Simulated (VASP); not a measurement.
# OH2 in VASP: single point with PBE+D3(BJ)

Aim: the single point of OH2 with PBE+D3(BJ).

Program: VASP 6.6.1. These are calculated values, not measurements. Logs are shortened: lines on timing, memory, paths and dates and some standing lists are left out, and cuts for length are marked.

### Step 1. The cell of the first run

The cell holds a molecule in a box, 3 atoms: a = 5.365 Å, b = 5.365 Å, c = 24.505 Å, α = 90.00°, β = 90.00°, γ = 90.00°.

### Step 2. Single point, PBE+D3(BJ)

File INCAR:

```
SYSTEM = H2O
PREC = Accurate
ENCUT = 520
EDIFF = 1E-7
ISMEAR = 0
SIGMA = 0.1
LREAL = .FALSE.
LASPH = .TRUE.
NELM = 60
ALGO = Normal
ISIF = 2
LWAVE = .FALSE.
LCHARG = .FALSE.
LDIPOL = .TRUE.
IDIPOL = 3
DIPOL = 0.5 0.5 0.651
GGA = PE
IVDW = 12
NBANDS = 11
```

File KPOINTS:

```
Automatic mesh
0
G
  4 4 1
  0 0 0
```

File POSCAR:

```
H2O
1.0
    5.3647950069      0.0000000000      0.0000000000
    0.0000000000      5.3647950069      0.0000000000
    0.0000000000      0.0000000000     24.5046243936
O H
1 2
Direct
    0.0013256877      0.4155739221      0.6520697903
    0.1451952058      0.3026832995      0.6502707375
   -0.1428623411      0.3030504386      0.6507408343
```

Potentials or basis: VASP PAW PBE potentials, release 64 (O, H).

Launch:

```sh
> cat potpaw_PBE.64/O/POTCAR potpaw_PBE.64/H/POTCAR > POTCAR
> mpirun -np 1 vasp_std > vasp.out
```

OUTCAR:

```text
SYSTEM = H2O
   PREC = Accurate
   ENCUT = 520
   EDIFF = 1E-7
   ISMEAR = 0
   LREAL = .FALSE.
   LASPH = .TRUE.
   NELM = 60
   ISIF = 2
   GGA = PE
   IVDW = 12
 IVDW          = 12

 ion  position               nearest neighbor table
   1  0.001  0.416  0.652-   3 0.98   2 0.98
   2  0.145  0.303  0.650-   1 0.98
   3  0.857  0.303  0.651-   1 0.98

  LATTYP: Found a simple tetragonal cell.
 ALAT       =     5.3647950069
 C/A-ratio  =     4.5676720848

  Lattice vectors:

 A1 = (   5.3647950069,   0.0000000000,   0.0000000000)
 A2 = (   0.0000000000,   5.3647950069,   0.0000000000)
 A3 = (   0.0000000000,   0.0000000000,  24.5046243936)

Analysis of symmetry for initial positions (statically):
=====================================================================
 Subroutine PRICEL returns:
 Original cell was already a primitive cell.

 Routine SETGRP: Setting up the symmetry group for a
 simple tetragonal supercell.

 Subroutine GETGRP returns: Found  1 space group operations
 (whereof  1 operations were pure point group operations)
 out of a pool of 16 trial point group operations.

The static configuration has the point symmetry C_1 .

Analysis of symmetry for dynamics (positions and initial velocities):
=====================================================================
 Subroutine PRICEL returns:
 Original cell was already a primitive cell.

 Routine SETGRP: Setting up the symmetry group for a
 simple tetragonal supercell.

 Subroutine GETGRP returns: Found  1 space group operations
 (whereof  1 operations were pure point group operations)
 out of a pool of 16 trial point group operations.

The dynamic configuration has the point symmetry C_1 .

 Subroutine INISYM returns: Found  1 space group operations
 (whereof  1 operations are pure point group operations),
 and found     1 'primitive' translations

----------------------------------------------------------------------------------------

                                     Primitive cell

  volume of cell :     705.2682

  direct lattice vectors                    reciprocal lattice vectors
     5.364795007  0.000000000  0.000000000     0.186400412  0.000000000  0.000000000
     0.000000000  5.364795007  0.000000000     0.000000000  0.186400412  0.000000000
     0.000000000  0.000000000 24.504624394     0.000000000  0.000000000  0.040808624

  length of vectors
     5.364795007  5.364795007 24.504624394     0.186400412  0.186400412  0.040808624

  position of ions in fractional coordinates (direct lattice)
     0.001325688  0.415573922  0.652069790
     0.145195206  0.302683300  0.650270738
     0.857137659  0.303050439  0.650740834

  ion indices of the primitive-cell ions
   primitive index   ion index
                 1           1
                 2           2
                 3           3

----------------------------------------------------------------------------------------

 KPOINTS: Automatic mesh

Automatic generation of k-mesh.
 Grid dimensions read from file:
 generate k-points for:    4    4    1

 Generating k-lattice:

  Cartesian coordinates                     Fractional coordinates (reciprocal lattice)
     0.046600103  0.000000000  0.000000000     0.250000000  0.000000000  0.000000000
     0.000000000  0.046600103  0.000000000     0.000000000  0.250000000  0.000000000
     0.000000000  0.000000000  0.040808624     0.000000000  0.000000000  1.000000000

  Length of vectors
     0.046600103  0.046600103  0.040808624

  Shift w.r.t. Gamma in fractional coordinates (k-lattice)
     0.000000000  0.000000000  0.000000000

 Subroutine IBZKPT returns following result:
 ===========================================

 Found     10 irreducible k-points:

 Following reciprocal coordinates:
            Coordinates               Weight
  0.000000  0.000000  0.000000      1.000000
  0.250000  0.000000  0.000000      2.000000
  0.000000  0.250000  0.000000      2.000000
  0.500000  0.000000  0.000000      1.000000
  0.000000  0.500000  0.000000      1.000000
  0.250000  0.250000  0.000000      2.000000
 -0.250000  0.250000  0.000000      2.000000
  0.500000  0.250000  0.000000      2.000000
 -0.250000  0.500000  0.000000      2.000000
  0.500000  0.500000  0.000000      1.000000
   k-points           NKPTS =     10   k-points in BZ     NKDIM =     10   number of bands    NBANDS=     11
   number of dos      NEDOS =    301   number of ions     NIONS =      3
   total plane-waves  NPLWV = 307200
   dimension x,y,z NGX =    40 NGY =   40 NGZ =  192
   dimension x,y,z NGXF=    80 NGYF=   80 NGZF=  384
   ions per type =               1   2
   NGX,Y,Z   is equivalent  to a cutoff of  12.40, 12.40, 13.03 a.u.
   NGXF,Y,Z  is equivalent  to a cutoff of  24.79, 24.79, 26.05 a.u.
 SYSTEM =  H2O
   PREC   = accura    normal or accurate (medium, high low for compatibility)
   ISTART =      0    job   : 0-new  1-cont  2-samecut
   ICHARG =      2    charge: 1-file 2-atom 10-const
   ISPIN  =      1    spin polarized calculation?
   LNONCOLLINEAR =      F non collinear calculations
   LSORBIT =      F    spin-orbit coupling
   LASPH  =      T    aspherical Exc in radial PAW
   ENCUT  =  520.0 eV  38.22 Ry    6.18 a.u.   9.97  9.97 45.56*2*pi/ulx,y,z
   NELM   =     60;   NELMIN=  2; NELMDL= -5     # of ELM steps
   EDIFF  = 0.1E-06   stopping-criterion for ELM
   LREAL  =      F    real-space projection
   EDIFFG = 0.1E-05   stopping-criterion for IOM
   NSW    =      0    number of steps for IOM
   IBRION =     -1    ionic relax: 0-MD 1-quasi-New 2-CG
   NFREE  =      0    steps in history (QN), initial steepest desc. (CG)
   ISIF   =      2    stress and relaxation
   ISYM   =      2    0-nonsym 1-usesym 2-fastsym
   POTIM  = 0.5000    time-step for ionic-motion
   TEBEG  =    0.0;   TEEND  =   0.0 temperature during run
   PSTRESS=    0.0 pullay stress
   NELECT =       8.0000    total number of electrons
   NUPDOWN=      -1.0000    fix difference up-down
   EMIN   =  10.00;   EMAX   =-10.00  energy-range for DOS
   EFERMI =   0.00;   METHOD = LEGACY
   ISMEAR =     0;   SIGMA  =   0.10  broadening in eV -4-tet -1-fermi 0-gaus
   EFERMI_NEDOS =   21; number of points for ismear=-14 and -15
   IALGO  =     38    algorithm
   IMIX   =      4    mixing-type and parameters
     AMIX     =   0.40;   BMIX     =  1.00
     AMIX_MAG =   1.60;   BMIX_MAG =  1.00
  volume/ion in A,a.u.               =     235.09      1586.46
  Fermi-wavevector in a.u.,A,eV,Ry     =   0.367835  0.695108  1.840906  0.135303
  Thomas-Fermi vector in A             =   1.293244
   LORBIT       =      0    0 simple, 1 ext, 2 COOP (PROOUT), +10 PAW based schemes
   GGA     = PE    functional components
   LHFCALC =     F    Hartree Fock is set to
   AEXX    =    0.0000 exact exchange contribution
   IVDW    =    12    specifies the selected vdW correction
   LEPSILON=     F    determine dielectric tensor
   LRPA    =     F    only Hartree local field effects (RPA)
 non-spin polarized calculation
 Gauss-broadening in eV      SIGMA  =   0.10
  energy-cutoff  :      520.00
  volume of cell :      705.27
 maximum number of plane-waves:     19020
   NGX = 19   NGY = 19   NGZ = 91

 dipolmoment           0.000000      0.000000     -0.000000 electrons x Angstroem

 number of electron       7.9999997 magnetization

 dipolmoment           0.000000      0.000000      0.022024 electrons x Angstroem

 Free energy of the ion-electron system (eV)
  ---------------------------------------------------
  ext. energy  EPLUGINS =         0.00000000
  ---------------------------------------------------
  free energy    TOTEN  =       -14.24603056 eV

  energy without entropy =      -14.24603056  energy(sigma->0) =      -14.24603056

 E-fermi :  -6.6645     XC(G=0):  -0.6651

 val. band max:       -7.2146578832   @ k =   0.5000   0.5000   0.0000
 cond. band min:      -1.8063625938   @ k =   0.0000   0.0000   0.0000
 fundamental gap:      5.4082952894
 Fermi energy:        -6.6644938900

 k-point     1 :       0.0000    0.0000    0.0000
  band No.  band energies     occupation
      1     -25.2139      2.00000
      2     -12.9800      2.00000
      3      -9.3142      2.00000
      4      -7.2280      2.00000
      5      -1.8064      0.00000
      6       0.0601      0.00000
      7       0.2186      0.00000
      8       0.7350      0.00000
      9       0.7926      0.00000
     10       1.8189      0.00000
     11       2.0144      0.00000

 k-point     2 :       0.2500    0.0000    0.0000
  band No.  band energies     occupation
      1     -25.2135      2.00000
      2     -12.9924      2.00000
      3      -9.3110      2.00000
      4      -7.2242      2.00000
      5      -1.4252      0.00000
      6       0.3752      0.00000
      7       0.5442      0.00000
      8       1.0632      0.00000
      9       1.1101      0.00000
     10       1.2670      0.00000
     11       2.1483      0.00000

 k-point     3 :       0.0000    0.2500    0.0000
  band No.  band energies     occupation
      1     -25.2137      2.00000
      2     -12.9793      2.00000
      3      -9.3318      2.00000
      4      -7.2248      2.00000
      5      -1.5090      0.00000
      6       0.3738      0.00000
      7       0.5391      0.00000
      8       1.0086      0.00000
      9       1.1091      0.00000
     10       1.5815      0.00000
     11       2.2379      0.00000
[... 71 lines left out ...]
 k-point     9 :      -0.2500    0.5000    0.0000
  band No.  band energies     occupation
      1     -25.2131      2.00000
      2     -12.9907      2.00000
      3      -9.3450      2.00000
      4      -7.2181      2.00000
      5      -0.6594      0.00000
      6       0.8005      0.00000
      7       1.5329      0.00000
      8       1.7263      0.00000
      9       1.7447      0.00000
     10       1.8300      0.00000
     11       1.8780      0.00000

 k-point    10 :       0.5000    0.5000    0.0000
  band No.  band energies     occupation
      1     -25.2126      2.00000
      2     -13.0028      2.00000
      3      -9.3407      2.00000
      4      -7.2147      2.00000
      5       0.3467      0.00000
      6       0.3593      0.00000
      7       1.5886      0.00000
      8       1.9148      0.00000
      9       2.4310      0.00000
     10       2.4387      0.00000
     11       2.6751      0.00000

------------------------ aborting loop because EDIFF is reached ----------------------------------------

 vacuum level on the upper side and lower side of the slab       (xc-potential included)         0.059        -0.073

 Edisp (eV)   -0.01331

 E8    (eV) :    -0.0028

  FORCE on cell =-STRESS in cart. coord.  units (eV):
  Direction    XX          YY          ZZ          XY          YZ          ZX
  --------------------------------------------------------------------------------------
  -------------------------------------------------------------------------------------
  Total      -0.60829    -0.49285    -0.06116     0.00728    -0.02037     0.00482
  in kB      -1.38187    -1.11962    -0.13895     0.01655    -0.04627     0.01094
  external pressure =       -0.88 kB  Pullay stress =        0.00 kB

 VOLUME and BASIS-vectors are now :
 -----------------------------------------------------------------------------
  energy-cutoff  :      520.00
  volume of cell :      705.27
      direct lattice vectors                 reciprocal lattice vectors
     5.364795007  0.000000000  0.000000000     0.186400412  0.000000000  0.000000000
     0.000000000  5.364795007  0.000000000     0.000000000  0.186400412  0.000000000
     0.000000000  0.000000000 24.504624394     0.000000000  0.000000000  0.040808624

 POSITION                                       TOTAL-FORCE (eV/Angst)
 -----------------------------------------------------------------------------------
      0.00711      2.22947     15.97873         0.011124     -0.528682     -0.051074
      0.77894      1.62383     15.93464        -0.391773      0.269269      0.028104
      4.59837      1.62580     15.94616         0.380649      0.259412      0.022970
 -----------------------------------------------------------------------------------
    total drift:                                0.000165      0.000390     -0.000058

  FREE ENERGIE OF THE ION-ELECTRON SYSTEM (eV)
  ---------------------------------------------------
  free  energy   TOTEN  =       -14.2593431946 eV

  energy  without entropy=      -14.2593431946  energy(sigma->0) =      -14.25934319

 vacuum level on the upper side and lower side of the slab         0.218         0.083
```

Wall time 2 min (1 thread of Intel Xeon 6975P-C, shared host); peak memory 0.66 GiB.

What came out:

```yaml
Free_energy: -14.2593 eV
Largest_force: 0.531 eV/Å
Gap_between_the_frontier_levels: 5.41 eV, indirect (least direct gap 5.42 eV)
Dispersion_energy_per_atom: -0.004 eV
```

Forces on the atoms (eV/Å):
```
O    0.011 -0.529 -0.051
H   -0.392  0.269  0.028
H    0.381  0.259  0.023
```
